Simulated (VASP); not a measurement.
Ni, 4 atoms in the cell. The structure is hexagonal, space group P6_3/mmc (No. 194). Conventional cell: a = 2.484 Å, b = 2.484 Å, c = 8.139 Å, α = 90.00°, β = 90.00°, γ = 120.00°. Within 3.3 Å of Ni (site symmetry -3m) lie 12 Ni at 2.48 to 2.49 Å. Within 3.3 Å of Ni (site symmetry -6m2) lie 12 Ni at 2.48 to 2.49 Å. This isn't the form of Ni at room conditions, which is fcc.

| Property | Result |
| --- | --- |
| Program | VASP 6.6.1 |
| Task | single point |
| Functional | PBE |
| Potentials or basis | VASP PAW PBE potentials, release 64 (Ni) |
| Cutoff | 520 eV |
| k mesh | 14 × 14 × 4 |
| Occupations | fermi-dirac, width 0.1 eV |
| Spin | no spin polarisation |
| Dipole correction | no |
| Further INCAR settings | ALGO = Normal; EDIFF = 1e-07; NBANDS = 28 |

Potentials or basis: VASP PAW PBE potentials, release 64 (Ni).

Launch:

```console
$ cat potpaw_PBE.64/Ni/POTCAR > POTCAR
$ mpirun -np 1 vasp_std > vasp.out
```

Hardware: 1 thread of AMD EPYC 9R45 96-Core Processor (Zen 5), with other jobs on the host.

Task: How long does it take, and how much memory?

Result: It took 38 s on 1 thread of AMD EPYC 9R45 96-Core Processor (Zen 5), on a shared host, peak memory 0.16 GiB. Counts: scf iterations 17, k points 72.
